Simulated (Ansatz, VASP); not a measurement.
**Mo: VASP beside Ansatz**

```xyz
1
Lattice="-1.5574 1.5574 1.5574 1.5574 -1.5574 1.5574 1.5574 1.5574 -1.5574" Properties=species:S:1:pos:R:3 pbc="T T T"
Mo    0.0000    0.0000    0.0000
```

Alike in both runs: functional revPBE; dispersion D3(BJ); k mesh 15 × 15 × 15; occupations methfessel-paxton of order 1, width 0.1 eV; no spin polarisation.

Ansatz relaxed the structure, and its values are those at the end. VASP's run is a single point on that final structure, the one shown.

```csv
,VASP,Ansatz
version,VASP 6.6.1,Ansatz 0.2.0
potentials or method,"VASP PAW PBE potentials, release 64 (Mo_sv), cutoff 520 eV","plane waves, PAW"
valence electrons in the cell,14,14
```

Ansatz gave:

* pressure (GPa): 0.0

**Question.** What did VASP give for the same quantities?

**Answer.** Pressure (GPa): 0.6.

VASP's potentials were made for PBE, not for revPBE.
